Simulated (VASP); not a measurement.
# ZnSe (I-4m2) in VASP: further runs, part 2 of 2

VASP 6.6.1. Earlier steps stand in the parts before.

### 4 Single point, r2SCAN (strain +0.040 along x and y, -0.080 along z)

Input file POSCAR:

```
ZnSe
1.0
    0.0000000000      2.9462630429      2.6063096149
    2.9462630429      0.0000000000      2.6063096149
    2.9462630429      2.9462630429      0.0000000000
Zn Se
1 1
Direct
    0.0000000000      0.0000000000      0.0000000000
    0.7500000000      0.7500000000      0.7500000000
```

Input file INCAR.step1:

```
ALGO     = Normal         # electronic algorithm
EDIFF    = 1E-4           # SCF threshold, eV
ENCUT    = 520            # plane-wave cutoff, eV
GGA      = PE             # functional
ISMEAR   = 0              # smearing method
LASPH    = T              # aspherical terms in the spheres
LCHARG   = F              # write CHGCAR
LREAL    = F              # projectors in reciprocal space
LWAVE    = T              # write WAVECAR
NBANDS   = 16             # bands
NELM     = 80             # most SCF steps
PREC     = Accurate       # precision mode
SIGMA    = 0.05           # smearing width, eV
```

Input file INCAR.step2:

```
ALGO     = Normal         # electronic algorithm
EDIFF    = 1E-7           # SCF threshold, eV
ENCUT    = 520            # plane-wave cutoff, eV
ISIF     = 2              # what is computed and relaxed
ISMEAR   = 0              # smearing method
ISTART   = 1            
LASPH    = T              # aspherical terms in the spheres
LCHARG   = F              # write CHGCAR
LMIXTAU  = T            
LREAL    = F              # projectors in reciprocal space
LWAVE    = F              # write WAVECAR
METAGGA  = R2SCAN         # meta-GGA
NBANDS   = 16             # bands
NELM     = 80             # most SCF steps
PREC     = Accurate       # precision mode
SIGMA    = 0.05           # smearing width, eV
```

Input file KPOINTS:

```
k-points
0
Gamma
  8 8 8
```

On the command line:

```bash
$ cat potpaw_PBE.64/Zn/POTCAR potpaw_PBE.64/Se/POTCAR > POTCAR
$ cp INCAR.step1 INCAR
$ mpirun -np 1 vasp_std > vasp.out
$ cp INCAR.step2 INCAR
$ mpirun -np 1 vasp_std > vasp.out
```

Run time: 87 s. Hardware: 1 thread of Intel Xeon 6975P-C (Granite Rapids), shared host; peak memory 0.2 GiB.

Results (log left out):

```
Free energy            : -24.8642 eV
Pressure               : 0.1 GPa
Band gap on the k mesh : 1.61 eV, direct
```

Stress tensor (GPa, compression positive):
```
-1.12  0.00  0.00
 0.00 -1.12  0.00
 0.00  0.00  2.44
```

Levels at points of the mesh, in eV from the valence-band top:
| k point | band 7 | band 8 | band 9 | band 10 | band 11 | band 12 |
| --- | --- | --- | --- | --- | --- | --- |
| (0.00, 0.00, 0.00) | -0.36 | -0.36 | 0.00 | 1.61 | 6.14 | 6.21 |
| (0.50, 0.00, 0.00) | -5.51 | -1.44 | -0.79 | 2.67 | 6.18 | 7.38 |
| (0.50, 0.50, 0.00) | -4.52 | -2.88 | -2.88 | 2.80 | 2.85 | 11.76 |
| (0.50, 0.00, 0.50) | -5.24 | -2.31 | -2.08 | 3.33 | 4.10 | 10.73 |

Caveat: the cell differs from its parent crystal (strain +0.040 along x and y, -0.080 along z); the PAW data sets were made with another functional, which shifts forces and pressure a little.

### 5 Single point, r2SCAN (strain +0.040 along x and y, -0.040 along z)

Input file POSCAR:

```
ZnSe
1.0
    0.0000000000      2.9462630429      2.7196274243
    2.9462630429      0.0000000000      2.7196274243
    2.9462630429      2.9462630429      0.0000000000
Zn Se
1 1
Direct
    0.0000000000      0.0000000000      0.0000000000
    0.7500000000      0.7500000000      0.7500000000
```

Input file INCAR.step1:

```
PREC = Accurate
ENCUT = 520
ISMEAR = 0
SIGMA = 0.05
LREAL = False
LASPH = True
NELM = 60
NBANDS = 16
GGA = PE
ALGO = Normal
EDIFF = 1E-4
LWAVE = True
LCHARG = False
```

Input file INCAR.step2:

```
PREC = Accurate
ENCUT = 520
EDIFF = 1E-6
ISMEAR = 0
SIGMA = 0.05
LREAL = False
LASPH = True
NELM = 60
ALGO = Normal
ISIF = 2
LWAVE = False
LCHARG = True
METAGGA = R2SCAN
LMIXTAU = True
LELF = True
LVHAR = True
NBANDS = 16
ISTART = 1
```

Input file KPOINTS:

```
regular mesh
0
Gamma
  8 8 8
```

Potentials or basis: VASP PAW PBE potentials, release 64 (Zn, Se).

On the command line:

```bash
$ cat potpaw_PBE.64/Zn/POTCAR potpaw_PBE.64/Se/POTCAR > POTCAR
$ cp INCAR.step1 INCAR
$ mpirun -np 1 vasp_std > vasp.out
$ cp INCAR.step2 INCAR
$ mpirun -np 1 vasp_std > vasp.out
```

OUTCAR:

```text
PREC = Accurate
   ENCUT = 520
   EDIFF = 1E-6
   ISMEAR = 0
   LREAL = False
   LASPH = True
   NELM = 60
   ISIF = 2
   METAGGA = R2SCAN
   ISTART = 1

 ion  position               nearest neighbor table
   1  0.000  0.000  0.000-   2 2.49   2 2.49   2 2.49   2 2.49
   2  0.750  0.750  0.750-   1 2.49   1 2.49   1 2.49   1 2.49

  LATTYP: Found a body centered tetragonal cell.
 ALAT       =     4.1666451536
 C/A-ratio  =     1.3054279038

  Lattice vectors:

[... 645 lines left out ...]

  FORCE on cell =-STRESS in cart. coord.  units (eV):
  Direction    XX          YY          ZZ          XY          YZ          ZX
  --------------------------------------------------------------------------------------
  -------------------------------------------------------------------------------------
  Total       -0.9392666     -0.9392666     -0.1655471      0.0000000     -0.0000000     -0.0000000
  in kB      -31.8725667    -31.8725667     -5.6175858      0.0000000     -0.0000000     -0.0000000
  external PRESSURE =     -23.1209064 kB  Pullay stress =       0.0000000 kB

 VOLUME and BASIS-vectors are now :
 -----------------------------------------------------------------------------
  energy-cutoff  :      520.00
  volume of cell :       47.22
      direct lattice vectors                 reciprocal lattice vectors
     0.000000000  2.946263043  2.719627424    -0.169706504  0.169706504  0.183848712
     2.946263043  0.000000000  2.719627424     0.169706504 -0.169706504  0.183848712
     2.946263043  2.946263043  0.000000000     0.169706504  0.169706504 -0.183848712

 POSITION                                       TOTAL-FORCE (eV/Angst)
 -----------------------------------------------------------------------------------
      0.00000      0.00000      0.00000         0.000000      0.000000      0.000000
      4.41939      4.41939      4.07944        -0.000000     -0.000000     -0.000000
 -----------------------------------------------------------------------------------
    total drift:                               -0.001446     -0.001446     -0.002203

  FREE ENERGIE OF THE ION-ELECTRON SYSTEM (eV)
  ---------------------------------------------------
  free  energy   TOTEN  =       -24.8750513036 eV

  energy  without entropy=      -24.8750513036  energy(sigma->0) =      -24.87505130
```

It took 80 s on 1 thread of Intel Xeon 6975P-C (Granite Rapids), shared host; peak memory 0.2 GiB.

Results:

```yaml
Free_energy: -24.8751 eV
Pressure: -2.3 GPa
Band_gap_on_the_k_mesh: 1.52 eV, direct
```

Levels at points of the mesh, in eV from the valence-band top:
```tsv
k point	band 7	band 8	band 9	band 10	band 11	band 12
(0.00, 0.00, 0.00)	-0.25	-0.25	0.00	1.52	6.17	6.23
(0.50, 0.00, 0.00)	-5.20	-1.20	-0.78	2.75	6.42	7.13
(0.50, 0.50, 0.00)	-4.47	-2.52	-2.52	3.05	3.20	11.53
(0.50, 0.00, 0.50)	-4.92	-2.17	-2.02	3.39	3.98	10.72
```

Caveat: the cell differs from its parent crystal (strain +0.040 along x and y, -0.040 along z); the PAW data sets were made with another functional, which shifts forces and pressure a little.

### 6 Single point, r2SCAN (strain +0.080 along x and y, -0.080 along z)

Input file POSCAR:

```
ZnSe
1.0
    0.0000000000      3.0595808523      2.6063096149
    3.0595808523      0.0000000000      2.6063096149
    3.0595808523      3.0595808523      0.0000000000
Zn Se
1 1
Direct
    0.0000000000      0.0000000000      0.0000000000
    0.7500000000      0.7500000000      0.7500000000
```

Input file INCAR.step1:

```
SYSTEM = ZnSe
PREC = Accurate ; ENCUT = 520
ISMEAR = 0 ; SIGMA = 0.05
LREAL = .FALSE. ; LASPH = .TRUE.
NELM = 60 ; NBANDS = 16
GGA = PE ; ALGO = Normal
EDIFF = 1E-4 ; LWAVE = .TRUE.
LCHARG = .FALSE.
```

Input file INCAR.step2:

```
SYSTEM = ZnSe
PREC = Accurate ; ENCUT = 520
EDIFF = 1E-6 ; ISMEAR = 0
SIGMA = 0.05 ; LREAL = .FALSE.
LASPH = .TRUE. ; NELM = 60
ALGO = Normal ; ISIF = 2
LWAVE = .FALSE. ; LCHARG = .TRUE.
METAGGA = R2SCAN ; LMIXTAU = .TRUE.
LELF = .TRUE. ; LVHAR = .TRUE.
NBANDS = 16 ; ISTART = 1
```

Input file KPOINTS:

```
regular mesh
0
G
  8 8 8
  0 0 0
```

Potentials or basis: VASP PAW PBE potentials, release 64 (Zn, Se).

On the command line:

```bash
$ cat potpaw_PBE.64/Zn/POTCAR potpaw_PBE.64/Se/POTCAR > POTCAR
$ cp INCAR.step1 INCAR
$ mpirun -np 1 vasp_std > vasp.out
$ cp INCAR.step2 INCAR
$ mpirun -np 1 vasp_std > vasp.out
```

OUTCAR:

```text
SYSTEM = ZnSe
   PREC = Accurate
   ENCUT = 520
   EDIFF = 1E-6
   ISMEAR = 0
   LREAL = .FALSE.
   LASPH = .TRUE.
   NELM = 60
   ISIF = 2
   METAGGA = R2SCAN
   ISTART = 1

 ion  position               nearest neighbor table
   1  0.000  0.000  0.000-   2 2.53   2 2.53   2 2.53   2 2.53
   2  0.750  0.750  0.750-   1 2.53   1 2.53   1 2.53   1 2.53

  LATTYP: Found a body centered tetragonal cell.
 ALAT       =     4.3269007365
 C/A-ratio  =     1.2047004420

  Lattice vectors:

 A1 = (   0.0000000000,  -3.0595808523,  -2.6063096149)
 A2 = (   0.0000000000,   3.0595808523,  -2.6063096149)
 A3 = (   3.0595808523,   0.0000000000,   2.6063096149)

Analysis of symmetry for initial positions (statically):
=====================================================================
 Subroutine PRICEL returns:
 Original cell was already a primitive cell.

 Routine SETGRP: Setting up the symmetry group for a
 body centered tetragonal supercell.

 Subroutine GETGRP returns: Found  8 space group operations
 (whereof  8 operations were pure point group operations)
 out of a pool of 16 trial point group operations.

The static configuration has the point symmetry D_2d.

Analysis of symmetry for dynamics (positions and initial velocities):
=====================================================================
 Subroutine PRICEL returns:
 Original cell was already a primitive cell.

 Routine SETGRP: Setting up the symmetry group for a
 body centered tetragonal supercell.

 Subroutine GETGRP returns: Found  8 space group operations
 (whereof  8 operations were pure point group operations)
 out of a pool of 16 trial point group operations.

The dynamic configuration has the point symmetry D_2d.

 Subroutine INISYM returns: Found  8 space group operations
 (whereof  8 operations are pure point group operations),
 and found     1 'primitive' translations

----------------------------------------------------------------------------------------

                                     Primitive cell

  volume of cell :      48.7955

  direct lattice vectors                    reciprocal lattice vectors
     0.000000000  3.059580852  2.606309615    -0.163421078  0.163421078  0.191842135
     3.059580852  0.000000000  2.606309615     0.163421078 -0.163421078  0.191842135
     3.059580852  3.059580852  0.000000000     0.163421078  0.163421078 -0.191842135

  length of vectors
     4.019189570  4.019189570  4.326900736     0.300360287  0.300360287  0.300360287

  position of ions in fractional coordinates (direct lattice)
     0.000000000  0.000000000  0.000000000
     0.750000000  0.750000000  0.750000000

  ion indices of the primitive-cell ions
   primitive index   ion index
                 1           1
                 2           2

----------------------------------------------------------------------------------------

 KPOINTS: regular mesh

Automatic generation of k-mesh.
 Grid dimensions read from file:
 generate k-points for:    8    8    8

 Generating k-lattice:

  Cartesian coordinates                     Fractional coordinates (reciprocal lattice)
    -0.020427635  0.020427635  0.023980267     0.125000000  0.000000000  0.000000000
     0.020427635 -0.020427635  0.023980267     0.000000000  0.125000000  0.000000000
     0.020427635  0.020427635 -0.023980267     0.000000000  0.000000000  0.125000000

  Length of vectors
     0.037545036  0.037545036  0.037545036

  Shift w.r.t. Gamma in fractional coordinates (k-lattice)
     0.000000000  0.000000000  0.000000000

 Subroutine IBZKPT returns following result:
 ===========================================

 Found     59 irreducible k-points:

 Following reciprocal coordinates:
            Coordinates               Weight
  0.000000  0.000000  0.000000      1.000000
  0.125000  0.000000  0.000000      8.000000
  0.250000  0.000000  0.000000      8.000000
  0.375000  0.000000  0.000000      8.000000
  0.500000  0.000000  0.000000      4.000000
  0.125000  0.125000  0.000000      2.000000
[... 16 lines left out ...]
  0.250000  0.000000  0.125000     16.000000
  0.375000  0.000000  0.125000     16.000000
 [... further k-points ...]
   k-points           NKPTS =     59   k-points in BZ     NKDIM =     59   number of bands    NBANDS=     16
   number of dos      NEDOS =    301   number of ions     NIONS =      2
   total plane-waves  NPLWV =  28800
   dimension x,y,z NGX =    30 NGY =   30 NGZ =   32
   dimension x,y,z NGXF=    60 NGYF=   60 NGZF=   64
   ions per type =               1   1
   NGX,Y,Z   is equivalent  to a cutoff of  12.41, 12.41, 12.29 a.u.
   NGXF,Y,Z  is equivalent  to a cutoff of  24.82, 24.82, 24.59 a.u.
 SYSTEM =  ZnSe
   PREC   = accura    normal or accurate (medium, high low for compatibility)
   ISTART =      1    job   : 0-new  1-cont  2-samecut
   ICHARG =      0    charge: 1-file 2-atom 10-const
   ISPIN  =      1    spin polarized calculation?
   LNONCOLLINEAR =      F non collinear calculations
   LSORBIT =      F    spin-orbit coupling
   LASPH  =      T    aspherical Exc in radial PAW
   ENCUT  =  520.0 eV  38.22 Ry    6.18 a.u.   7.47  7.47  8.05*2*pi/ulx,y,z
   NELM   =     60;   NELMIN=  2; NELMDL=  0     # of ELM steps
   EDIFF  = 0.1E-05   stopping-criterion for ELM
   LREAL  =      F    real-space projection
   EDIFFG = 0.1E-04   stopping-criterion for IOM
   NSW    =      0    number of steps for IOM
   IBRION =     -1    ionic relax: 0-MD 1-quasi-New 2-CG
   NFREE  =      0    steps in history (QN), initial steepest desc. (CG)
   ISIF   =      2    stress and relaxation
   ISYM   =      2    0-nonsym 1-usesym 2-fastsym
   POTIM  = 0.5000    time-step for ionic-motion
   TEBEG  =    0.0;   TEEND  =   0.0 temperature during run
   PSTRESS=    0.0 pullay stress
   NELECT =      18.0000    total number of electrons
   NUPDOWN=      -1.0000    fix difference up-down
   EMIN   =  10.00;   EMAX   =-10.00  energy-range for DOS
   EFERMI =   0.00;   METHOD = LEGACY
   ISMEAR =     0;   SIGMA  =   0.05  broadening in eV -4-tet -1-fermi 0-gaus
   EFERMI_NEDOS =   21; number of points for ismear=-14 and -15
   IALGO  =     38    algorithm
   IMIX   =      4    mixing-type and parameters
     AMIX     =   0.40;   BMIX     =  1.00
     AMIX_MAG =   1.60;   BMIX_MAG =  1.00
  volume/ion in A,a.u.               =      24.40       164.64
  Fermi-wavevector in a.u.,A,eV,Ry     =   1.174102  2.218730 18.755832  1.378515
  Thomas-Fermi vector in A             =   2.310504
   LORBIT       =      0    0 simple, 1 ext, 2 COOP (PROOUT), +10 PAW based schemes
   METAGGA = R2SCAN    functional components
   LHFCALC =     F    Hartree Fock is set to
   AEXX    =    0.0000 exact exchange contribution
   IVDW    =     0    specifies the selected vdW correction
   LEPSILON=     F    determine dielectric tensor
   LRPA    =     F    only Hartree local field effects (RPA)
 non-spin polarized calculation
 Gauss-broadening in eV      SIGMA  =   0.05
  energy-cutoff  :      520.00
  volume of cell :       48.80
 maximum number of plane-waves:      1339
 NGX is ok and might be reduce to    30
   NGX = 15   NGY = 15   NGZ = 17

 number of electron      18.0000017 magnetization

 Free energy of the ion-electron system (eV)
  ---------------------------------------------------
  ext. energy  EPLUGINS =         0.00000000
  ---------------------------------------------------
  free energy    TOTEN  =       -24.78259853 eV

  energy without entropy =      -24.78259853  energy(sigma->0) =      -24.78259853

 E-fermi :   1.2226     XC(G=0):  -9.6004

 val. band max:        0.9823174449   @ k =   0.0000   0.0000   0.0000
 cond. band min:       2.1971544974   @ k =   0.0000   0.0000   0.0000
 fundamental gap:      1.2148370525
 Fermi energy:         1.2225557999

 k-point     1 :       0.0000    0.0000    0.0000
  band No.  band energies     occupation
      1     -12.5062      2.00000
      2      -5.7520      2.00000
      3      -5.7518      2.00000
      4      -5.7018      2.00000
      5      -5.4252      2.00000
      6      -5.4198      2.00000
[... 8 lines left out ...]
     15      11.3011      0.00000
     16      12.9416      0.00000
[... 419 lines left out ...]
 k-point    24 :       0.3750    0.0000    0.1250
  band No.  band energies     occupation
      1     -11.9557      2.00000
      2      -5.7013      2.00000
      3      -5.6401      2.00000
      4      -5.5532      2.00000
      5      -5.4364      2.00000
      6      -5.3927      2.00000
[... 8 lines left out ...]
     15      12.5316      0.00000
     16      14.1528      0.00000

 [... further k-points ...]
[... 5 lines left out ...]
  --------------------------------------------------------------------------------------
  -------------------------------------------------------------------------------------
  Total       -1.7637295     -1.7637295     -0.3524027      0.0000000      0.0000000      0.0000000
  in kB      -57.9112164    -57.9112164    -11.5709748      0.0000000      0.0000000      0.0000000
  external PRESSURE =     -42.4644692 kB  Pullay stress =       0.0000000 kB

 VOLUME and BASIS-vectors are now :
 -----------------------------------------------------------------------------
  energy-cutoff  :      520.00
  volume of cell :       48.80
      direct lattice vectors                 reciprocal lattice vectors
     0.000000000  3.059580852  2.606309615    -0.163421078  0.163421078  0.191842135
     3.059580852  0.000000000  2.606309615     0.163421078 -0.163421078  0.191842135
     3.059580852  3.059580852  0.000000000     0.163421078  0.163421078 -0.191842135

 POSITION                                       TOTAL-FORCE (eV/Angst)
 -----------------------------------------------------------------------------------
      0.00000      0.00000      0.00000         0.000000      0.000000     -0.000000
      4.58937      4.58937      3.90946        -0.000000     -0.000000      0.000000
 -----------------------------------------------------------------------------------
    total drift:                               -0.000795     -0.000795     -0.001622

  FREE ENERGIE OF THE ION-ELECTRON SYSTEM (eV)
  ---------------------------------------------------
  free  energy   TOTEN  =       -24.7825985307 eV

  energy  without entropy=      -24.7825985307  energy(sigma->0) =      -24.78259853
```

It took 73 s on 1 thread of Intel Xeon 6975P-C (Granite Rapids), shared host; peak memory 0.2 GiB.

What came out:

| Property | Result |
| --- | --- |
| Free energy | -24.7826 eV |
| Pressure | -4.2 GPa |
| Band gap on the k mesh | 1.21 eV, direct |

Stress tensor (GPa, compression positive):
```
-5.79  0.00  0.00
 0.00 -5.79  0.00
 0.00  0.00 -1.16
```

Caveat: the cell differs from its parent crystal (strain +0.080 along x and y, -0.080 along z); the PAW data sets were made with another functional, which shifts forces and pressure a little.

### 7 Summary

| cell | gap on the mesh (eV) | pressure (GPa) |
| --- | --- | --- |
| a = 4.010, b = 4.010, c = 3.846 Å, angles 61.3, 61.3, 57.3°, 2 atoms | 1.91 | 3.0 |
| a = 4.094, b = 4.094, c = 3.846 Å, angles 62.0, 62.0, 56.0°, 2 atoms | 1.64 | 0.1 |
| a = 3.934, b = 3.934, c = 4.167 Å, angles 58.0, 58.0, 64.0°, 2 atoms | 1.61 | 0.1 |
| a = 4.010, b = 4.010, c = 4.167 Å, angles 58.7, 58.7, 62.6°, 2 atoms | 1.52 | -2.3 |
| a = 4.019, b = 4.019, c = 4.327 Å, angles 57.4, 57.4, 65.1°, 2 atoms | 1.21 | -4.2 |

Alike in all rows: task single point; level r2SCAN; potentials or basis VASP PAW PBE potentials, release 64 (Zn, Se); no spin polarisation; k mesh 8 × 8 × 8; cutoff (eV) 520; smearing gaussian 0.05 eV.

Caveats: the PAW data sets were made with another functional, which shifts forces and pressure a little.

Total energies depend on the potentials used, so only differences within one code and one set of settings carry meaning.
